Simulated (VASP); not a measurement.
HgTe, 2 atoms in the cell. The structure is cubic, space group F-43m (No. 216). Conventional cell: a = 6.317 Å, b = 6.317 Å, c = 6.317 Å, α = 90.00°, β = 90.00°, γ = 90.00°. Within 3.6 Å of Hg (site symmetry -43m) lie 4 Te at 2.74 Å. Within 3.6 Å of Te (site symmetry -43m) lie 4 Hg at 2.74 Å.  This cell differs from its parent crystal: volume scaled by 0.9405.

| Property | Result |
| --- | --- |
| Program | VASP 6.6.1 |
| Task | electric field gradients |
| Functional | PBE |
| Potentials or basis | VASP PAW PBE potentials, release 64 (Hg, Te) |
| Cutoff | 520 eV |
| k mesh | 9 × 9 × 9 |
| Occupations | fermi-dirac, width 0.05 eV |
| Spin | no spin polarisation |
| Dipole correction | no |
| Further INCAR settings | ALGO = Normal; EDIFF = 1e-08; NBANDS = 16 |

Potentials or basis: VASP PAW PBE potentials, release 64 (Hg, Te).

Command:

```console
$ cat potpaw_PBE.64/Hg/POTCAR potpaw_PBE.64/Te/POTCAR > POTCAR
$ mpirun -np 1 vasp_std > vasp.out
```

Hardware: 1 thread of Intel(R) Xeon(R) Platinum 8488C (Sapphire Rapids), on a shared host.

Task: Estimate the wall time of this run.

Result: Run time: 48 s on 1 thread of Intel(R) Xeon(R) Platinum 8488C (Sapphire Rapids), on a shared host, peak memory 0.21 GiB. Counts: scf iterations 18, k points 35.
